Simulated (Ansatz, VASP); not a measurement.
**H: VASP beside Ansatz**

File INCAR:

```
PREC = Accurate ; ENCUT = 600
EDIFF = 1E-7 ; ISMEAR = 0
SIGMA = 0.02 ; LREAL = False
LASPH = True ; NELM = 60
ALGO = Normal ; ISIF = 3
LWAVE = False ; LCHARG = False
GGA = PE ; IBRION = 2
NSW = 100 ; EDIFFG = -0.01
```

The input KPOINTS:

```
Automatic mesh
0
Gamma
  6 6 6
```

The input POSCAR:

```
H
1.0
    4.7294150686      0.0000000000      0.0000000000
   -0.0791751972      4.9144782062      0.0000000000
   -2.3053169529     -2.4731177066      5.0193075879
H
8
Direct
    0.8278782277      0.7905280197      0.5490147148
    0.9733399678      0.5128736415      0.0529958915
    0.0266600322      0.4871263585      0.9470041085
    0.1721217723      0.2094719803      0.4509852852
    0.6685468397      0.7061228310      0.4408959085
    0.5249687491      0.9967838262      0.9465259530
    0.4750312509      0.0032161738      0.0534740470
    0.3314531603      0.2938771690      0.5591040915
```

Input for Ansatz:

```yaml
crystal:
  lattice:
    - [4.7294150686, 0.0, 0.0]
    - [-0.0791751972, 4.9144782062, 0.0]
    - [-2.3053169529, -2.4731177066, 5.0193075879]
  atoms:
    - { symbol: H, position: [0.8278782277, 0.7905280197, 0.5490147148] }
    - { symbol: H, position: [0.9733399678, 0.5128736415, 0.0529958915] }
    - { symbol: H, position: [0.0266600322, 0.4871263585, 0.9470041085] }
    - { symbol: H, position: [0.1721217723, 0.2094719803, 0.4509852852] }
    - { symbol: H, position: [0.6685468397, 0.706122831, 0.4408959085] }
    - { symbol: H, position: [0.5249687491, 0.9967838262, 0.946525953] }
    - { symbol: H, position: [0.4750312509, 0.0032161738, 0.053474047] }
    - { symbol: H, position: [0.3314531603, 0.293877169, 0.5591040915] }
basis:
  ecutwfc: 420
kpoints:
  mp_grid: { grid: [6, 6, 6] }
hamiltonian:
  xc: pbe
scf:
  occupations: { method: gaussian, width: 0.02 }
output:
  forces: true
  stress: true
  eigenvalues: true
relax:
  adjacent_minimum: "off"
  f_tol: 0.01
  max_steps: 80
  cell: { stress_tol: 0.05 }
```

Change from the starting cell: the structure that the rattled fcc type (Fm-3m, No. 225) fell into.

Alike in both runs: task relaxation of cell and atoms; functional PBE; k mesh 6 × 6 × 6; occupations gaussian, width 0.02 eV; no spin polarisation.

```csv
,VASP,Ansatz
version,VASP 6.6.1,Ansatz 0.2.0
potentials or method,"VASP PAW PBE potentials, release 64 (H), cutoff 600 eV","scalar-relativistic, plane waves, PAW"
valence electrons in the cell,8,8
```

Ansatz gave:

- gap on the k mesh at the Fermi level, each at its own relaxed structure (eV): 9.43
- relaxed volume (Å³/atom): 15.06
- relaxed cell length with the largest relative difference (Å): 5.018

**Question.** Which values does VASP return?

**Answer.** gap on the k mesh at the Fermi level, each at its own relaxed structure (eV): 9.29; relaxed volume (Å³/atom): 14.58; relaxed cell length with the largest relative difference (Å): 4.915.
